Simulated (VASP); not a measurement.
# BN (F-43m) in VASP: notebook

The runs below take BN through single point, relaxation of cell and atoms, with PBE.

Program: VASP 6.6.1. These are calculated values, not measurements. Logs are shortened: lines on timing, memory, paths and dates and some standing lists are left out, and cuts for length are marked.

## Step 1: The cell of the first run

The structure is cubic, space group F-43m (No. 216). The conventional cell has a = 3.625 Å, b = 3.625 Å, c = 3.625 Å, α = 90.00°, β = 90.00°, γ = 90.00°. B (site symmetry -43m) has 4 N at 1.57 Å within 2.1 Å. Within 2.1 Å of N (site symmetry -43m) lie 4 B at 1.57 Å.

## Step 2: Single point, PBE

File INCAR:

```
SYSTEM = BN
PREC     = Accurate       ! precision mode
ENCUT    = 520            ! plane-wave cutoff, eV
EDIFF    = 1E-6           ! SCF threshold, eV
ISMEAR   = 0              ! smearing method
SIGMA    = 0.01           ! smearing width, eV
LREAL    = .FALSE.        ! projectors in reciprocal space
LASPH    = .TRUE.         ! aspherical terms in the spheres
NELM     = 80             ! most SCF steps
ALGO     = Normal         ! electronic algorithm
ISIF     = 2              ! what is computed and relaxed
LWAVE    = .FALSE.        ! write WAVECAR
LCHARG   = .FALSE.        ! write CHGCAR
GGA      = PE             ! functional
NBANDS   = 11             ! bands
```

File KPOINTS:

```
Automatic mesh
0
G
  12 12 12
  0 0 0
```

File POSCAR:

```
BN
1.0
    0.0000000000      1.8123386229      1.8123386229
    1.8123386229      0.0000000000      1.8123386229
    1.8123386229      1.8123386229      0.0000000000
B N
1 1
Direct
    0.0000000000      0.0000000000      0.0000000000
    0.7500000000      0.7500000000      0.7500000000
```

Potentials or basis: VASP PAW PBE potentials, release 64 (B, N).

Run with:

```sh
$ cat potpaw_PBE.64/B/POTCAR potpaw_PBE.64/N/POTCAR > POTCAR
$ mpirun -np 1 vasp_std > vasp.out
```

OUTCAR:

```text
SYSTEM = BN
   PREC = Accurate
   ENCUT = 520
   EDIFF = 1E-6
   ISMEAR = 0
   LREAL = .FALSE.
   LASPH = .TRUE.
   NELM = 80
   ISIF = 2
   GGA = PE

 ion  position               nearest neighbor table
   1  0.000  0.000  0.000-   2 1.57   2 1.57   2 1.57   2 1.57
   2  0.750  0.750  0.750-   1 1.57   1 1.57   1 1.57   1 1.57

  LATTYP: Found a face centered cubic cell.
 ALAT       =     3.6246772458

  Lattice vectors:

 A1 = (   0.0000000000,   1.8123386229,   1.8123386229)
 A2 = (   1.8123386229,   0.0000000000,   1.8123386229)
 A3 = (   1.8123386229,   1.8123386229,   0.0000000000)

Analysis of symmetry for initial positions (statically):
=====================================================================
 Subroutine PRICEL returns:
 Original cell was already a primitive cell.

 Routine SETGRP: Setting up the symmetry group for a
 face centered cubic supercell.

 Subroutine GETGRP returns: Found 24 space group operations
 (whereof 24 operations were pure point group operations)
 out of a pool of 48 trial point group operations.

The static configuration has the point symmetry T_d .

Analysis of symmetry for dynamics (positions and initial velocities):
=====================================================================
 Subroutine PRICEL returns:
 Original cell was already a primitive cell.

 Routine SETGRP: Setting up the symmetry group for a
 face centered cubic supercell.

 Subroutine GETGRP returns: Found 24 space group operations
 (whereof 24 operations were pure point group operations)
 out of a pool of 48 trial point group operations.

The dynamic configuration has the point symmetry T_d .

 Subroutine INISYM returns: Found 24 space group operations
 (whereof 24 operations are pure point group operations),
 and found     1 'primitive' translations

----------------------------------------------------------------------------------------

                                     Primitive cell

  volume of cell :      11.9055

  direct lattice vectors                    reciprocal lattice vectors
     0.000000000  1.812338623  1.812338623    -0.275886633  0.275886633  0.275886633
     1.812338623  0.000000000  1.812338623     0.275886633 -0.275886633  0.275886633
     1.812338623  1.812338623  0.000000000     0.275886633  0.275886633 -0.275886633

  length of vectors
     2.563033860  2.563033860  2.563033860     0.477849665  0.477849665  0.477849665

  position of ions in fractional coordinates (direct lattice)
     0.000000000  0.000000000  0.000000000
     0.750000000  0.750000000  0.750000000

  ion indices of the primitive-cell ions
   primitive index   ion index
                 1           1
                 2           2

----------------------------------------------------------------------------------------

 KPOINTS: Automatic mesh

Automatic generation of k-mesh.
 Grid dimensions read from file:
 generate k-points for:   12   12   12

 Generating k-lattice:

  Cartesian coordinates                     Fractional coordinates (reciprocal lattice)
    -0.022990553  0.022990553  0.022990553     0.083333333  0.000000000  0.000000000
     0.022990553 -0.022990553  0.022990553     0.000000000  0.083333333  0.000000000
     0.022990553  0.022990553 -0.022990553     0.000000000  0.000000000  0.083333333

  Length of vectors
     0.039820805  0.039820805  0.039820805

  Shift w.r.t. Gamma in fractional coordinates (k-lattice)
     0.000000000  0.000000000  0.000000000

 Subroutine IBZKPT returns following result:
 ===========================================

 Found     72 irreducible k-points:

 Following reciprocal coordinates:
            Coordinates               Weight
  0.000000  0.000000  0.000000      1.000000
  0.083333  0.000000  0.000000      8.000000
  0.166667  0.000000  0.000000      8.000000
  0.250000  0.000000  0.000000      8.000000
  0.333333  0.000000  0.000000      8.000000
  0.416667  0.000000  0.000000      8.000000
[... 16 lines left out ...]
  0.500000  0.166667  0.000000     24.000000
 -0.416667  0.166667  0.000000     24.000000
 [... further k-points ...]
   k-points           NKPTS =     72   k-points in BZ     NKDIM =     72   number of bands    NBANDS=     11
   number of dos      NEDOS =    301   number of ions     NIONS =      2
   total plane-waves  NPLWV =   8000
   dimension x,y,z NGX =    20 NGY =   20 NGZ =   20
   dimension x,y,z NGXF=    40 NGYF=   40 NGZF=   40
   ions per type =               1   1
   NGX,Y,Z   is equivalent  to a cutoff of  12.97, 12.97, 12.97 a.u.
   NGXF,Y,Z  is equivalent  to a cutoff of  25.95, 25.95, 25.95 a.u.
 SYSTEM =  BN
   PREC   = accura    normal or accurate (medium, high low for compatibility)
   ISTART =      0    job   : 0-new  1-cont  2-samecut
   ICHARG =      2    charge: 1-file 2-atom 10-const
   ISPIN  =      1    spin polarized calculation?
   LNONCOLLINEAR =      F non collinear calculations
   LSORBIT =      F    spin-orbit coupling
   LASPH  =      T    aspherical Exc in radial PAW
   ENCUT  =  520.0 eV  38.22 Ry    6.18 a.u.   4.77  4.77  4.77*2*pi/ulx,y,z
   NELM   =     80;   NELMIN=  2; NELMDL= -5     # of ELM steps
   EDIFF  = 0.1E-05   stopping-criterion for ELM
   LREAL  =      F    real-space projection
   EDIFFG = 0.1E-04   stopping-criterion for IOM
   NSW    =      0    number of steps for IOM
   IBRION =     -1    ionic relax: 0-MD 1-quasi-New 2-CG
   NFREE  =      0    steps in history (QN), initial steepest desc. (CG)
   ISIF   =      2    stress and relaxation
   ISYM   =      2    0-nonsym 1-usesym 2-fastsym
   POTIM  = 0.5000    time-step for ionic-motion
   TEBEG  =    0.0;   TEEND  =   0.0 temperature during run
   PSTRESS=    0.0 pullay stress
   NELECT =       8.0000    total number of electrons
   NUPDOWN=      -1.0000    fix difference up-down
   EMIN   =  10.00;   EMAX   =-10.00  energy-range for DOS
   EFERMI =   0.00;   METHOD = LEGACY
   ISMEAR =     0;   SIGMA  =   0.01  broadening in eV -4-tet -1-fermi 0-gaus
   EFERMI_NEDOS =   21; number of points for ismear=-14 and -15
   IALGO  =     38    algorithm
   IMIX   =      4    mixing-type and parameters
     AMIX     =   0.40;   BMIX     =  1.00
     AMIX_MAG =   1.60;   BMIX_MAG =  1.00
  volume/ion in A,a.u.               =       5.95        40.17
  Fermi-wavevector in a.u.,A,eV,Ry     =   1.433911  2.709699 27.974943  2.056100
  Thomas-Fermi vector in A             =   2.553377
   LORBIT       =      0    0 simple, 1 ext, 2 COOP (PROOUT), +10 PAW based schemes
   GGA     = PE    functional components
   LHFCALC =     F    Hartree Fock is set to
   AEXX    =    0.0000 exact exchange contribution
   IVDW    =     0    specifies the selected vdW correction
   LEPSILON=     F    determine dielectric tensor
   LRPA    =     F    only Hartree local field effects (RPA)
 non-spin polarized calculation
 Gauss-broadening in eV      SIGMA  =   0.01
  energy-cutoff  :      520.00
  volume of cell :       11.91
 maximum number of plane-waves:       332
   NGX =  9   NGY =  9   NGZ =  9

 number of electron       7.9999999 magnetization

 Free energy of the ion-electron system (eV)
  ---------------------------------------------------
  ext. energy  EPLUGINS =         0.00000000
  ---------------------------------------------------
  free energy    TOTEN  =       -17.45101242 eV

  energy without entropy =      -17.45101242  energy(sigma->0) =      -17.45101242

 E-fermi :   7.4063     XC(G=0): -12.7825

 val. band max:        7.3044554103   @ k =   0.0000   0.0000   0.0000
 cond. band min:      11.7552605086   @ k =   0.5000   0.5000   0.0000
 fundamental gap:      4.4508050983
 Fermi energy:         7.4063064012

 k-point     1 :       0.0000    0.0000    0.0000
  band No.  band energies     occupation
      1     -12.8353      2.00000
      2       7.3045      2.00000
      3       7.3045      2.00000
      4       7.3045      2.00000
      5      16.0862      0.00000
      6      16.0862      0.00000
      7      16.0862      0.00000
      8      17.5236      0.00000
      9      31.9063      0.00000
     10      34.9753      0.00000
     11      34.9753      0.00000

 k-point     2 :       0.0833    0.0000    0.0000
  band No.  band energies     occupation
      1     -12.6673      2.00000
      2       6.3969      2.00000
      3       7.1254      2.00000
      4       7.1254      2.00000
      5      16.2841      0.00000
      6      16.3579      0.00000
      7      16.3579      0.00000
      8      18.0934      0.00000
      9      31.7202      0.00000
     10      32.7796      0.00000
     11      32.7796      0.00000

 k-point     3 :       0.1667    0.0000    0.0000
  band No.  band energies     occupation
      1     -12.1698      2.00000
      2       4.3091      2.00000
      3       6.6894      2.00000
      4       6.6894      2.00000
      5      16.5797      0.00000
      6      16.9898      0.00000
      7      16.9898      0.00000
      8      19.4299      0.00000
      9      31.1947      0.00000
     10      31.2331      0.00000
     11      31.2331      0.00000

 k-point     4 :       0.2500    0.0000    0.0000
  band No.  band energies     occupation
      1     -11.3665      2.00000
      2       1.8580      2.00000
      3       6.1858      2.00000
      4       6.1858      2.00000
      5      16.8670      0.00000
      6      17.5948      0.00000
      7      17.5948      0.00000
      8      20.7696      0.00000
      9      30.6529      0.00000
     10      30.8288      0.00000
     11      30.8288      0.00000
[... 239 lines left out ...]
 k-point    22 :       0.4167    0.1667    0.0000
  band No.  band energies     occupation
      1      -9.4327      2.00000
      2      -0.8190      2.00000
      3       4.1889      2.00000
      4       4.3740      2.00000
      5      15.7705      0.00000
      6      19.6280      0.00000
      7      20.1195      0.00000
      8      20.9880      0.00000
      9      27.5987      0.00000
     10      33.3816      0.00000
     11      35.5959      0.00000

 k-point    23 :       0.5000    0.1667    0.0000
  band No.  band energies     occupation
      1      -8.4776      2.00000
      2      -2.3589      2.00000
      3       3.6072      2.00000
      4       4.4459      2.00000
      5      16.1264      0.00000
      6      19.5582      0.00000
      7      19.8796      0.00000
      8      22.2816      0.00000
      9      27.9730      0.00000
     10      33.5539      0.00000
     11      34.8002      0.00000

 k-point    24 :      -0.4167    0.1667    0.0000
  band No.  band energies     occupation
      1      -8.2956      2.00000
      2      -2.6238      2.00000
      3       3.2083      2.00000
      4       4.7582      2.00000
      5      16.5770      0.00000
      6      19.4111      0.00000
      7      19.4872      0.00000
      8      22.8908      0.00000
      9      28.2597      0.00000
     10      32.5564      0.00000
     11      33.8244      0.00000

 [... further k-points ...]
[... 5 lines left out ...]
  --------------------------------------------------------------------------------------
  -------------------------------------------------------------------------------------
  Total        0.0183849      0.0183849      0.0183849     -0.0000000     -0.0000000     -0.0000000
  in kB        2.4741393      2.4741393      2.4741393     -0.0000000     -0.0000000     -0.0000000
  external PRESSURE =       2.4741393 kB  Pullay stress =       0.0000000 kB

 VOLUME and BASIS-vectors are now :
 -----------------------------------------------------------------------------
  energy-cutoff  :      520.00
  volume of cell :       11.91
      direct lattice vectors                 reciprocal lattice vectors
     0.000000000  1.812338623  1.812338623    -0.275886633  0.275886633  0.275886633
     1.812338623  0.000000000  1.812338623     0.275886633 -0.275886633  0.275886633
     1.812338623  1.812338623  0.000000000     0.275886633  0.275886633 -0.275886633

 POSITION                                       TOTAL-FORCE (eV/Angst)
 -----------------------------------------------------------------------------------
      0.00000      0.00000      0.00000        -0.000000     -0.000000     -0.000000
      2.71851      2.71851      2.71851         0.000000      0.000000      0.000000
 -----------------------------------------------------------------------------------
    total drift:                               -0.000000     -0.000000     -0.000000

  FREE ENERGIE OF THE ION-ELECTRON SYSTEM (eV)
  ---------------------------------------------------
  free  energy   TOTEN  =       -17.4510124219 eV

  energy  without entropy=      -17.4510124219  energy(sigma->0) =      -17.45101242
```

It took 4.4 s on 1 thread of AMD EPYC 9R45 (Zen 5), shared host; peak memory 0.09 GiB.

Results:

```
Free energy            : -17.4510 eV
Pressure               : 0.2 GPa
Band gap on the k mesh : 4.45 eV, indirect (least direct gap 8.78 eV)
```

Levels at points of the mesh, in eV from the valence-band top:
| k point | band 1 | band 2 | band 3 | band 4 | band 5 | band 6 | band 7 | band 8 | band 9 |
| --- | --- | --- | --- | --- | --- | --- | --- | --- | --- |
| (0.00, 0.00, 0.00) | -20.14 | 0.00 | 0.00 | 0.00 | 8.78 | 8.78 | 8.78 | 10.22 | 24.60 |
| (0.50, 0.00, 0.00) | -15.96 | -10.62 | -1.93 | -1.93 | 10.04 | 10.66 | 10.66 | 15.17 | 23.34 |
| (0.50, 0.50, 0.00) | -14.61 | -8.86 | -4.86 | -4.86 | 4.45 | 9.19 | 17.80 | 17.80 | 20.65 |

A k mesh can miss the band edges.

(Part 1 of 2 ends here.)
